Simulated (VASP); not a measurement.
Set up this calculation in VASP 6.6.1, as the native input.

- Task: single point
- Functional: r2SCAN
- Potentials or basis: VASP PAW PBE potentials, release 64 (Au)
- Cutoff: 520 eV
- k mesh: 9 × 9 × 4
- Occupations: gaussian, width 0.1 eV
- Spin: no spin polarisation
- Dipole correction: no
- Further INCAR settings: ALGO = Normal; EDIFF = 1e-07; NBANDS = 18

The system is Au.

```
Au
1.0
     2.90000    0.00000    0.00000
    -1.45000    2.51147    0.00000
     0.00000    0.00000    4.88000
Au
2
Cartesian
  0.0000 1.6743 3.6600
  1.4500 0.8372 1.2200
```

These files were run (other wordings do the same):

POSCAR

```
Au
1.0
    2.9000000000      0.0000000000      0.0000000000
   -1.4500000000      2.5114736710      0.0000000000
    0.0000000000      0.0000000000      4.8800000000
Au
2
Direct
    0.3333333333      0.6666666667      0.7500000000
    0.6666666667      0.3333333333      0.2500000000
```

INCAR.step1

```
PREC = Accurate
ENCUT = 520
ISMEAR = 0
SIGMA = 0.1
LREAL = F
LASPH = T
NELM = 100
NBANDS = 18
GGA = PE
ALGO = Normal
EDIFF = 1E-4
LWAVE = T
LCHARG = F
```

INCAR.step2

```
PREC = Accurate
ENCUT = 520
EDIFF = 1E-7
ISMEAR = 0
SIGMA = 0.1
LREAL = F
LASPH = T
NELM = 100
ALGO = Normal
ISIF = 2
LWAVE = F
LCHARG = F
METAGGA = R2SCAN
LMIXTAU = T
NBANDS = 18
ISTART = 1
```

KPOINTS

```
regular mesh
0
Gamma
  9 9 4
```

Potentials or basis: VASP PAW PBE potentials, release 64 (Au).

Launch:

```console
$ cat potpaw_PBE.64/Au/POTCAR > POTCAR
$ cp INCAR.step1 INCAR
$ mpirun -np 1 vasp_std > vasp.out
$ cp INCAR.step2 INCAR
$ mpirun -np 1 vasp_std > vasp.out
```

It gave:

| Item | Value |
| --- | --- |
| Pressure | -1.3 GPa |
| Band gap on the k mesh | zero (band 11 reaches 12.92 eV, above the bottom of band 12 at 5.84 eV) |

Caveat: the PAW data sets were made with another functional, which shifts forces and pressure a little; spin-orbit coupling is left out, which moves the levels of the heavy elements.

Run time: 80 s on 1 thread of Intel(R) Xeon(R) Platinum 8259CL CPU @ 2.50GHz (Skylake/Cascade Lake), on a shared host, peak memory 0.17 GiB.
